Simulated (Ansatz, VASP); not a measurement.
## Ti3Al: VASP beside Ansatz

Contents of INCAR:

```
SYSTEM = Ti3Al
PREC = Accurate
ENCUT = 520
EDIFF = 1E-6
ISMEAR = 0
SIGMA = 0.15
LREAL = .False.
LASPH = .True.
NELM = 100
ALGO = Fast
ISIF = 2
LWAVE = .False.
LCHARG = .True.
GGA = PE
LELF = .True.
LVHAR = .True.
NBANDS = 28
```

Contents of KPOINTS:

```
regular mesh
0
Gamma
  18 18 6
  0 0 0
```

File POSCAR:

```
Ti3Al
1.0
    3.0276300985      0.0000000000      0.0000000000
   -1.5138150492      2.6220045785      0.0000000000
    0.0000000000      0.0000000000      7.9526759796
Ti Al
3 1
Direct
    0.6666666667      0.3333333333      0.0000000000
    0.3333333333      0.6666666667      0.7504575700
    0.3333333333      0.6666666667      0.2495424300
    0.6666666667      0.3333333333      0.5000000000
```

Input for Ansatz:

```yaml
crystal:
  lattice:
    - [3.0276300985, 0.0, 0.0]
    - [-1.5138150492, 2.6220045785, 0.0]
    - [0.0, 0.0, 7.9526759796]
  atoms:
    - { symbol: Ti, position: [0.6666666667, 0.3333333333, 0.0] }
    - { symbol: Ti, position: [0.3333333333, 0.6666666667, 0.75045757] }
    - { symbol: Ti, position: [0.3333333333, 0.6666666667, 0.24954243] }
    - { symbol: Al, position: [0.6666666667, 0.3333333333, 0.5] }
basis:
  ecutwfc: 520.0
kpoints:
  mp_grid: { grid: [18, 18, 6] }
hamiltonian:
  xc: pbe
  pseudopotentials: { kind: paw, azcp: { folder: soft_1 } }
scf:
  occupations: { method: gaussian, width: 0.15 }
output:
  forces: true
  stress: true
  eigenvalues: true
```

Alike in both runs: task single point; functional PBE; k mesh 18 × 18 × 6; occupations gaussian, width 0.15 eV; no spin polarisation.

```csv
,VASP,Ansatz
version,VASP 6.6.1,Ansatz 0.2.0
potentials or method,"VASP PAW PBE potentials, release 64 (Ti_sv, Al), cutoff 520 eV","scalar-relativistic, plane waves, PAW"
valence electrons in the cell,39,39
```

|  | VASP | Ansatz | Ansatz less VASP |
| --- | --- | --- | --- |
| gap on the k mesh at the Fermi level (eV) | none | none | - |
| pressure (GPa) | 13.1 | 13.4 | +0.24 |
| traceless stress, the component that is largest in VASP (GPa) | 16.99 | 16.98 | -0.008 |
| rms of the force components (eV/Å) | 0.007 | 0.003 | -0.0043 |

Atom by atom the forces differ by 0.004 eV/Å (rms over components). A gap of «none» marks a metal or a gap that the smearing closes.
